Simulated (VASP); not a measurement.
Write the native input for VASP 6.6.1 that does the following.

```yaml
Task: single point
Functional: PBE
Potentials_or_basis: VASP PAW PBE potentials, release 64 (H)
Cutoff: 520 eV
k_mesh: 8 × 8 × 8
Occupations: gaussian, width 0.05 eV
Spin: no spin polarisation
Dipole_correction: no
Further_INCAR_settings: ALGO = Normal; EDIFF = 1e-06; NBANDS = 8
```

The structure of H lies in POSCAR:

```
H
1.0
   -1.8734163142      1.8363189614      2.2855640979
    1.8734163142     -1.8363189614      2.2855640979
    1.8734163142      1.8363189614     -2.2855640979
H
2
Direct
    0.9178910720      0.9178910720      0.0000000000
    0.0821089280      0.0821089280      0.0000000000
```

This cell differs from its parent crystal: strain +0.0100 x Voigt [1, -1, 0, 0, 0, 0].

One way to write it, as run:

INCAR

```
  PREC = Accurate
  ENCUT = 520
  EDIFF = 1E-6
  ISMEAR = 0
  SIGMA = 0.05
  LREAL = F
  LASPH = T
  NELM = 60
  ALGO = Normal
  ISIF = 2
  LWAVE = F
  LCHARG = F
  GGA = PE
  NBANDS = 8
```

KPOINTS

```
Automatic mesh
0
Gamma
  8 8 8
```

Potentials or basis: VASP PAW PBE potentials, release 64 (H).

Command:

```console
$ cat potpaw_PBE.64/H/POTCAR > POTCAR
$ mpirun -np 1 vasp_std > vasp.out
```

It gave:

```
Pressure               : -0.1 GPa
Largest force          : 0.009 eV/Å
Band gap on the k mesh : 9.23 eV, indirect (least direct gap 9.72 eV)
```

Caveat: the cell differs from its parent crystal (strain +0.0100 x Voigt [1, -1, 0, 0, 0, 0]).

Wall time 10 s on 1 thread of Intel Xeon 6975P-C (shared host), peak memory 0.15 GiB.
